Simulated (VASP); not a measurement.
# ZrB2 (P6/mmm) in VASP: a series of runs, part 2 of 2

VASP 6.6.1. The steps go on from the part before.

### 4 Relaxation of cell and atoms, PBE

INCAR reads:

```
SYSTEM = ZrB2
PREC = Accurate
ENCUT = 600
EDIFF = 1E-6
ISMEAR = -1
SIGMA = 0.15
LREAL = .FALSE.
LASPH = .TRUE.
NELM = 80
ALGO = Normal
ISIF = 3
LWAVE = .FALSE.
LCHARG = .FALSE.
GGA = PE
IBRION = 2
NSW = 80
EDIFFG = -0.001
```

KPOINTS reads:

```
regular mesh
0
G
  15 15 12
  0 0 0
```

POSCAR reads:

```
ZrB2
1.0
    3.1709892898      0.0000000000      0.0000000000
   -1.5854946449      2.7461572801      0.0000000000
    0.0000000000      0.0000000000      3.5427948885
Zr B
1 2
Direct
    0.0000000000      0.0000000000      0.0000000000
    0.3333333333      0.6666666667      0.5000000000
    0.6666666667      0.3333333333      0.5000000000
```

Potentials or basis: VASP PAW PBE potentials, release 64 (Zr_sv, B).

Command:

```sh
$ cat potpaw_PBE.64/Zr_sv/POTCAR potpaw_PBE.64/B/POTCAR > POTCAR
$ mpirun -np 1 vasp_std > vasp.out
```

OUTCAR:

```text
SYSTEM = ZrB2
   PREC = Accurate
   ENCUT = 600
   EDIFF = 1E-6
   ISMEAR = -1
   LREAL = .FALSE.
   LASPH = .TRUE.
   NELM = 80
   ISIF = 3
   GGA = PE
   IBRION = 2
   NSW = 80
   EDIFFG = -0.001

 ion  position               nearest neighbor table
   1  0.000  0.000  0.000-   2 2.55   3 2.55   2 2.55   3 2.55   3 2.55   3 2.55   2 2.55   2 2.55
                             3 2.55   3 2.55   2 2.55   2 2.55
   2  0.333  0.667  0.500-   3 1.83   3 1.83   3 1.83   1 2.55   1 2.55   1 2.55   1 2.55   1 2.55
                             1 2.55
   3  0.667  0.333  0.500-   2 1.83   2 1.83   2 1.83   1 2.55   1 2.55   1 2.55   1 2.55   1 2.55
                             1 2.55

  LATTYP: Found a hexagonal cell.
 ALAT       =     3.1709892898
 C/A-ratio  =     1.1172522405

  Lattice vectors:

 A1 = (   3.1709892898,   0.0000000000,   0.0000000000)
 A2 = (  -1.5854946449,   2.7461572801,   0.0000000000)
 A3 = (   0.0000000000,   0.0000000000,   3.5427948885)

Analysis of symmetry for initial positions (statically):
=====================================================================
 Subroutine PRICEL returns:
 Original cell was already a primitive cell.

 Routine SETGRP: Setting up the symmetry group for a
 hexagonal supercell.

 Subroutine GETGRP returns: Found 24 space group operations
 (whereof 24 operations were pure point group operations)
 out of a pool of 24 trial point group operations.

The static configuration has the point symmetry D_6h.

Analysis of symmetry for dynamics (positions and initial velocities):
=====================================================================
 Subroutine PRICEL returns:
 Original cell was already a primitive cell.

 Routine SETGRP: Setting up the symmetry group for a
 hexagonal supercell.

 Subroutine GETGRP returns: Found 24 space group operations
 (whereof 24 operations were pure point group operations)
 out of a pool of 24 trial point group operations.

The dynamic configuration has the point symmetry D_6h.
[... 155 lines left out ...]
  Direction    XX          YY          ZZ          XY          YZ          ZX
  --------------------------------------------------------------------------------------
  -------------------------------------------------------------------------------------
  Total        0.0434033      0.0434033      0.0242221      0.0000000     -0.0000000      0.0000000
  in kB        2.2540688      2.2540688      1.2579298      0.0000000     -0.0000000      0.0000000
  external PRESSURE =       1.9220225 kB  Pullay stress =       0.0000000 kB
[... 92 lines left out ...]
  FREE ENERGIE OF THE ION-ELECTRON SYSTEM (eV)
  ---------------------------------------------------
  free  energy   TOTEN  =       -24.9903023418 eV

  energy  without entropy=      -24.9684301326  energy(sigma->0) =      -24.97936624

[... ionic steps 4 to 14 ...]

--------------------------------------- Ionic step       15  -------------------------------------------

 number of electron      18.0000000 magnetization

------------------------ aborting loop because EDIFF is reached ----------------------------------------
[... 69 lines left out ...]
--------------------------------------- Ionic step       17  -------------------------------------------

 number of electron      18.0000000 magnetization

 Free energy of the ion-electron system (eV)
  ---------------------------------------------------
  ext. energy  EPLUGINS =         0.00000000
  ---------------------------------------------------
  free energy    TOTEN  =       -24.99030260 eV

  energy without entropy =      -24.96842720  energy(sigma->0) =      -24.97936490

 E-fermi :  10.4637     XC(G=0): -12.4235

 val. band max:       10.4632417839   @ k =   0.0667   0.0667   0.4167
 cond. band min:      10.4643703433   @ k =   0.4000   0.1333   0.0000
 fundamental gap:      0.0011285594
 Fermi energy:        10.4637396396

 k-point     1 :       0.0000    0.0000    0.0000
  band No.  band energies     occupation
      1     -38.1690      2.00000
      2     -16.3550      2.00000
      3     -15.8032      2.00000
      4     -15.8032      2.00000
      5      -2.2334      2.00000
      6       7.8724      2.00000
      7       7.8724      2.00000
      8       7.8993      2.00000
      9       8.1114      2.00000
     10      13.8623      0.00000
     11      13.8623      0.00000
     12      14.6172      0.00000
     13      14.6172      0.00000
[... 354 lines left out ...]
  band No.  band energies     occupation
      1     -38.0449      2.00000
      2     -16.6222      2.00000
      3     -16.2255      2.00000
      4     -16.1692      2.00000
      5       2.1525      2.00000
      6       2.2312      2.00000
      7       4.9640      2.00000
      8       7.1089      2.00000
      9       9.4760      1.99724
     10      10.2494      1.61352
     11      13.2021      0.00000
     12      14.6163      0.00000
     13      16.8190      0.00000

 [... further k-points ...]

------------------------ aborting loop because EDIFF is reached ----------------------------------------

  FORCE on cell =-STRESS in cart. coord.  units (eV):
  Direction    XX          YY          ZZ          XY          YZ          ZX
  --------------------------------------------------------------------------------------
  -------------------------------------------------------------------------------------
  Total       -0.0022412     -0.0022412     -0.0006530      0.0000000      0.0000000      0.0000000
  in kB       -0.1163043     -0.1163043     -0.0338858      0.0000000      0.0000000      0.0000000
  external PRESSURE =      -0.0888315 kB  Pullay stress =       0.0000000 kB
[... 18 lines left out ...]
  FREE ENERGIE OF THE ION-ELECTRON SYSTEM (eV)
  ---------------------------------------------------
  free  energy   TOTEN  =       -24.9903025977 eV

  energy  without entropy=      -24.9684271957  energy(sigma->0) =      -24.97936490

 reached required accuracy - stopping structural energy minimisation
```

Wall time 12 min (1 thread of Intel Xeon 8259CL, shared host); peak memory 0.24 GiB.

Results:

```
Free energy                           : -24.9903 eV
Relaxed volume                        : 10.29 Å³/atom
Relaxed cell                          : a = 3.172 Å, b = 3.172 Å, c = 3.543 Å, α = 90.00°, β = 90.00°, γ = 120.00°
Space group after relaxing (to 0.1 Å) : P6/mmm (No. 191)
Energy gained by relaxing             : 0.0 meV/atom
Ionic steps                           : 17
Pressure after relaxing               : 0.0 GPa
Band gap on the k mesh                : zero (bands 9 and 10 overlap by 1.01 eV)
```

Final structure:
```yaml
crystal:
  lattice:
    - [3.17205, 0.00000, 0.00000]
    - [-1.58603, 2.74708, 0.00000]
    - [0.00000, 0.00000, 3.54309]
  atoms:
    - { symbol: Zr, position: [0.00000, 0.00000, 0.00000] }
    - { symbol: B, position: [0.33333, 0.66667, 0.50000] }
    - { symbol: B, position: [0.66667, 0.33333, 0.50000] }
```

Levels at points of the mesh, in eV from the Fermi level:
| k point | band 6 | band 7 | band 8 | band 9 | band 10 | band 11 | band 12 | band 13 |
| --- | --- | --- | --- | --- | --- | --- | --- | --- |
| (0.00, 0.00, 0.00) | -2.59 | -2.59 | -2.56 | -2.35 | 3.40 | 3.40 | 4.15 | 4.15 |
| (0.00, 0.00, 0.50) | -6.94 | -0.94 | -0.94 | 0.36 | 0.36 | 0.79 | 0.79 | 1.80 |

### 5 Relaxation of cell and atoms, PBE

INCAR reads:

```
SYSTEM = ZrB2
ALGO = Normal ; EDIFF = 1E-6
EDIFFG = -0.002 ; ENCUT = 600
GGA = PE ; IBRION = 2
ISIF = 3 ; ISMEAR = 0
LASPH = .TRUE. ; LCHARG = .FALSE.
LREAL = .FALSE. ; LWAVE = .FALSE.
NELM = 80 ; NSW = 100
PREC = Accurate ; SIGMA = 0.1
```

KPOINTS reads:

```
k-points
0
G
  15 15 12
  0 0 0
```

POSCAR reads:

```
ZrB2
1.0
    3.1675246600      0.0000000000      0.0000000000
   -1.5837623300      2.7431568200      0.0000000000
    0.0000000000      0.0000000000      3.5523880600
Zr B
1 2
Direct
    0.0000000000      0.0000000000      0.0000000000
    0.3333333300      0.6666666700      0.5000000000
    0.6666666700      0.3333333300      0.5000000000
```

Command:

```sh
$ cat potpaw_PBE.64/Zr_sv/POTCAR potpaw_PBE.64/B/POTCAR > POTCAR
$ mpirun -np 1 vasp_std > vasp.out
```

Wall time 5.8 min (1 thread of Intel Xeon 8259CL, shared host); peak memory 0.24 GiB.

Results (log left out):

```yaml
Free_energy: -24.9810 eV
Energy_gained_by_relaxing: 0.1 meV/atom
Ionic_steps: 6
Pressure_after_relaxing: 0.0 GPa
Band_gap_on_the_k_mesh: zero (bands 9 and 10 overlap by 1.01 eV)
```

Step by step:
```csv
step,energy change (eV),largest force (eV/Å),pressure (GPa),volume (Å³)
1,0.0000,0.0000,0.06,30.87
2,-0.0003,0.0000,-0.14,30.88
3,-0.0003,0.0000,-0.12,30.88
4,-0.0003,0.0000,0.13,30.85
5,-0.0003,0.0000,0.03,30.87
6,-0.0003,0.0000,-0.01,30.87
```

Final structure:
```
CELL_PARAMETERS angstrom
3.17145 0.00000 0.00000
-1.58573 2.74656 0.00000
0.00000 0.00000 3.54388
ATOMIC_POSITIONS crystal
Zr 0.00000 0.00000 0.00000
B 0.33333 0.66667 0.50000
B 0.66667 0.33333 0.50000
```

Levels at points of the mesh, in eV from the Fermi level:
| k point | band 6 | band 7 | band 8 | band 9 | band 10 | band 11 | band 12 | band 13 |
| --- | --- | --- | --- | --- | --- | --- | --- | --- |
| (0.00, 0.00, 0.00) | -2.60 | -2.60 | -2.58 | -2.37 | 3.39 | 3.39 | 4.14 | 4.14 |
| (0.00, 0.00, 0.50) | -6.95 | -0.95 | -0.95 | 0.36 | 0.36 | 0.78 | 0.78 | 1.79 |

### 6 Overview

| task | cell | cutoff (eV) | smearing | gap on the mesh (eV) | pressure (GPa) | relaxed volume (Å³/atom) |
| --- | --- | --- | --- | --- | --- | --- |
| single point | a = 3.171, b = 3.171, c = 3.543 Å, angles 90.0, 90.0, 120.0°, 3 atoms | 520 | gaussian 0.1 eV | none | 0.1 | - |
| single point | a = 3.172, b = 3.172, c = 3.542 Å, angles 90.0, 90.0, 120.0°, 3 atoms | 520 | fermi-dirac 0.15 eV | none | 0.1 | - |
| relaxation of cell and atoms | relaxed from a = 3.171, b = 3.171, c = 3.543 Å, angles 90.0, 90.0, 120.0°, 3 atoms | 600 | fermi-dirac 0.15 eV | none | 0.0 | 10.29 |
| relaxation of cell and atoms | relaxed from a = 3.168, b = 3.168, c = 3.552 Å, angles 90.0, 90.0, 120.0°, 3 atoms | 600 | gaussian 0.1 eV | none | 0.0 | 10.29 |

Alike in all rows: level PBE; potentials or basis VASP PAW PBE potentials, release 64 (Zr_sv, B); no spin polarisation; k mesh 15 × 15 × 12.

Total energies depend on the potentials used, so only differences within one code and one set of settings carry meaning.

The gap in the log of VASP goes by the Fermi energy; the results here count the filled bands.